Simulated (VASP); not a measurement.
# TiC (Fm-3m) in VASP: notebook, part 3 of 3

VASP 6.6.1. Earlier steps stand in the parts before.

### 4 Electric field gradients, PBEsol (10.03 Å³/atom)

This run uses another cell than the first one, of 10.03 Å³/atom.

The input, INCAR:

```
  PREC = Accurate
  ENCUT = 520
  EDIFF = 1E-8
  ISMEAR = -1
  SIGMA = 0.03
  LREAL = False
  LASPH = True
  NELM = 80
  ALGO = Normal
  ISIF = 2
  LWAVE = False
  LCHARG = False
  GGA = PS
  LEFG = True
  NBANDS = 15
```

The input, KPOINTS:

```
regular mesh
0
Gamma
  16 16 16
```

The input, POSCAR:

```
TiC
1.0
    0.0000000000      2.1567624877      2.1567624877
    2.1567624877      0.0000000000      2.1567624877
    2.1567624877      2.1567624877      0.0000000000
Ti C
1 1
Direct
    0.0000000000      0.0000000000      0.0000000000
    0.5000000000      0.5000000000      0.5000000000
```

Potentials or basis: VASP PAW PBE potentials, release 64 (Ti_sv, C).

Run with:

```sh
cat potpaw_PBE.64/Ti_sv/POTCAR potpaw_PBE.64/C/POTCAR > POTCAR
mpirun -np 1 vasp_std > vasp.out
```

OUTCAR:

```text
PREC = Accurate
   ENCUT = 520
   EDIFF = 1E-8
   ISMEAR = -1
   LREAL = False
   LASPH = True
   NELM = 80
   ISIF = 2
   GGA = PS

 ion  position               nearest neighbor table
   1  0.000  0.000  0.000-   2 2.16   2 2.16   2 2.16   2 2.16   2 2.16   2 2.16
   2  0.500  0.500  0.500-   1 2.16   1 2.16   1 2.16   1 2.16   1 2.16   1 2.16

  LATTYP: Found a face centered cubic cell.
 ALAT       =     4.3135249754

  Lattice vectors:

 A1 = (   0.0000000000,   2.1567624877,   2.1567624877)
 A2 = (   2.1567624877,   0.0000000000,   2.1567624877)
 A3 = (   2.1567624877,   2.1567624877,   0.0000000000)

Analysis of symmetry for initial positions (statically):
=====================================================================
 Subroutine PRICEL returns:
 Original cell was already a primitive cell.

 Routine SETGRP: Setting up the symmetry group for a
 face centered cubic supercell.

 Subroutine GETGRP returns: Found 48 space group operations
 (whereof 48 operations were pure point group operations)
 out of a pool of 48 trial point group operations.

The static configuration has the point symmetry O_h .

Analysis of symmetry for dynamics (positions and initial velocities):
=====================================================================
 Subroutine PRICEL returns:
 Original cell was already a primitive cell.

 Routine SETGRP: Setting up the symmetry group for a
 face centered cubic supercell.

 Subroutine GETGRP returns: Found 48 space group operations
 (whereof 48 operations were pure point group operations)
 out of a pool of 48 trial point group operations.

The dynamic configuration has the point symmetry O_h .

 Subroutine INISYM returns: Found 48 space group operations
 (whereof 48 operations are pure point group operations),
 and found     1 'primitive' translations

----------------------------------------------------------------------------------------

                                     Primitive cell

  volume of cell :      20.0649

  direct lattice vectors                    reciprocal lattice vectors
     0.000000000  2.156762488  2.156762488    -0.231828958  0.231828958  0.231828958
     2.156762488  0.000000000  2.156762488     0.231828958 -0.231828958  0.231828958
     2.156762488  2.156762488  0.000000000     0.231828958  0.231828958 -0.231828958

  length of vectors
     3.050122761  3.050122761  3.050122761     0.401539534  0.401539534  0.401539534

  position of ions in fractional coordinates (direct lattice)
     0.000000000  0.000000000  0.000000000
     0.500000000  0.500000000  0.500000000

  ion indices of the primitive-cell ions
   primitive index   ion index
                 1           1
                 2           2

----------------------------------------------------------------------------------------

 KPOINTS: regular mesh

[... 82 lines left out ...]
   ISMEAR =    -1;   SIGMA  =   0.03  broadening in eV -4-tet -1-fermi 0-gaus
   EFERMI_NEDOS =   21; number of points for ismear=-14 and -15
   IALGO  =     38    algorithm
   IMIX   =      4    mixing-type and parameters
     AMIX     =   0.40;   BMIX     =  1.00
     AMIX_MAG =   1.60;   BMIX_MAG =  1.00
  volume/ion in A,a.u.               =      10.03        67.70
  Fermi-wavevector in a.u.,A,eV,Ry     =   1.518107  2.868807 31.356669  2.304650
  Thomas-Fermi vector in A             =   2.627273
   LORBIT       =      0    0 simple, 1 ext, 2 COOP (PROOUT), +10 PAW based schemes
   GGA     = PS    functional components
   LHFCALC =     F    Hartree Fock is set to
   AEXX    =    0.0000 exact exchange contribution
   IVDW    =     0    specifies the selected vdW correction
   LEPSILON=     F    determine dielectric tensor
   LRPA    =     F    only Hartree local field effects (RPA)
 non-spin polarized calculation
  energy-cutoff  :      520.00
  volume of cell :       20.06
 maximum number of plane-waves:       560
   NGX = 11   NGY = 11   NGZ = 11

 number of electron      16.0000002 magnetization

 Free energy of the ion-electron system (eV)
  ---------------------------------------------------
  ext. energy  EPLUGINS =         0.00000000
  ---------------------------------------------------
  free energy    TOTEN  =       -19.79924970 eV

  energy without entropy =      -19.79794278  energy(sigma->0) =      -19.79859624

 E-fermi :   9.4334     XC(G=0): -12.9248

 val. band max:        9.4297893363   @ k =   0.1250   0.1250   0.0000
 cond. band min:       9.4347406854   @ k =   0.5000   0.5000   0.0000
 fundamental gap:      0.0049513491
 Fermi energy:         9.4333844176

 k-point     1 :       0.0000    0.0000    0.0000
  band No.  band energies     occupation
      1     -46.8453      2.00000
      2     -22.9653      2.00000
      3     -22.9653      2.00000
      4     -22.9653      2.00000
      5      -2.9779      2.00000
      6      10.1162      0.00000
      7      10.1162      0.00000
      8      10.1162      0.00000
      9      11.1675      0.00000
     10      11.1675      0.00000
     11      11.1675      0.00000
     12      11.2008      0.00000
     13      11.2008      0.00000
     14      20.1078      0.00000
[... 401 lines left out ...]
      2     -23.0153      2.00000
      3     -22.9791      2.00000
      4     -22.9665      2.00000
      5      -2.7392      2.00000
      6       9.2221      1.99825
      7       9.3961      1.55185
      8       9.4263      1.11694
      9      10.2300      0.00000
     10      10.8412      0.00000
     11      11.7560      0.00000
     12      12.3339      0.00000
     13      13.2121      0.00000
     14      20.5104      0.00000
     15      23.5272      0.00000

 [... further k-points ...]

------------------------ aborting loop because EDIFF is reached ----------------------------------------

  FORCE on cell =-STRESS in cart. coord.  units (eV):
  Direction    XX          YY          ZZ          XY          YZ          ZX
  --------------------------------------------------------------------------------------
  -------------------------------------------------------------------------------------
  Total       -0.4265064     -0.4265064     -0.4265064      0.0000000      0.0000000      0.0000000
  in kB      -34.0564324    -34.0564324    -34.0564324      0.0000000      0.0000000      0.0000000
  external PRESSURE =     -34.0564324 kB  Pullay stress =       0.0000000 kB

 VOLUME and BASIS-vectors are now :
 -----------------------------------------------------------------------------
  energy-cutoff  :      520.00
  volume of cell :       20.06
      direct lattice vectors                 reciprocal lattice vectors
     0.000000000  2.156762488  2.156762488    -0.231828958  0.231828958  0.231828958
     2.156762488  0.000000000  2.156762488     0.231828958 -0.231828958  0.231828958
     2.156762488  2.156762488  0.000000000     0.231828958  0.231828958 -0.231828958

 POSITION                                       TOTAL-FORCE (eV/Angst)
 -----------------------------------------------------------------------------------
      0.00000      0.00000      0.00000        -0.000000      0.000000      0.000000
      2.15676      2.15676      2.15676         0.000000     -0.000000     -0.000000
 -----------------------------------------------------------------------------------
    total drift:                                0.000000     -0.000000     -0.000000

  FREE ENERGIE OF THE ION-ELECTRON SYSTEM (eV)
  ---------------------------------------------------
  free  energy   TOTEN  =       -19.7992496999 eV

  energy  without entropy=      -19.7979427848  energy(sigma->0) =      -19.79859624

 Electric field gradients (V/A^2)
---------------------------------------------------------------------
 ion       V_xx      V_yy      V_zz      V_xy      V_xz      V_yz
---------------------------------------------------------------------
   1      -0.000    -0.000    -0.000     0.001     0.001     0.001
   2       0.000     0.000     0.000     0.000     0.000     0.000
---------------------------------------------------------------------

 Electric field gradients after diagonalization (V/A^2)
 (convention: |V_zz| > |V_xx| > |V_yy|)
----------------------------------------------------------------------
 ion       V_xx      V_yy      V_zz     asymmetry (V_yy - V_xx)/ V_zz
----------------------------------------------------------------------
   1      -0.001    -0.001     0.001       0.000
   2      -0.000    -0.000     0.000       0.000
----------------------------------------------------------------------

           NMR quadrupolar parameters

 Cq : quadrupolar parameter    Cq=e*Q*V_zz/h
 eta: asymmetry parameters     (V_yy - V_xx)/ V_zz
 Q  : nuclear electric quadrupole moment in mb (millibarn)
----------------------------------------------------------------------
 ion       Cq(MHz)       eta       Q (mb)
----------------------------------------------------------------------
   1       0.000       0.000       1.000
   2       0.000       0.000       1.000
----------------------------------------------------------------------
```

stdout:

```text
POSCAR found type information on POSCAR TiC
 POSCAR found :  2 types and       2 ions
 scaLAPACK will be used
 -----------------------------------------------------------------------------
|                                                                             |
|                                                                             |
|     You enforced a specific xc type in the INCAR file but a different       |
|     I HOPE YOU KNOW WHAT YOU ARE DOING!                                     |
|                                                                             |
 -----------------------------------------------------------------------------

 LDA part: xc-table for (Slater+PW92), standard interpolation
 POSCAR, INCAR and KPOINTS ok, starting setup
 FFT: planning ... GRIDC
 FFT: planning ... GRID_SOFT
 FFT: planning ... GRID
 WAVECAR not read
 entering main loop
ion   1

ion   2
```

It took 63 s on 1 thread of Intel Xeon 8259CL, shared host; peak memory 0.17 GiB.

What came out:

| Property | Result |
| --- | --- |
| Free energy | -19.7992 eV |
| Pressure | -3.4 GPa |
| Band gap on the k mesh | zero (bands 8 and 9 overlap by 1.08 eV) |
| Largest electric field gradient by atom | under 0.05 V/Å² on every atom |

Levels at points of the mesh, in eV from the Fermi level:
```
           k point  band 6  band 7  band 8  band 9  band 10  band 11
(0.00, 0.00, 0.00)    0.68    0.68    0.68    1.73     1.73     1.73
(0.50, 0.00, 0.00)   -5.92   -2.92   -2.92    2.98     2.98     4.19
(0.50, 0.50, 0.00)   -3.44   -1.69    0.00    0.00     2.80     3.60
```

Caveat: the cell stands under tension; the PAW data sets were made with another functional, which shifts forces and pressure a little.
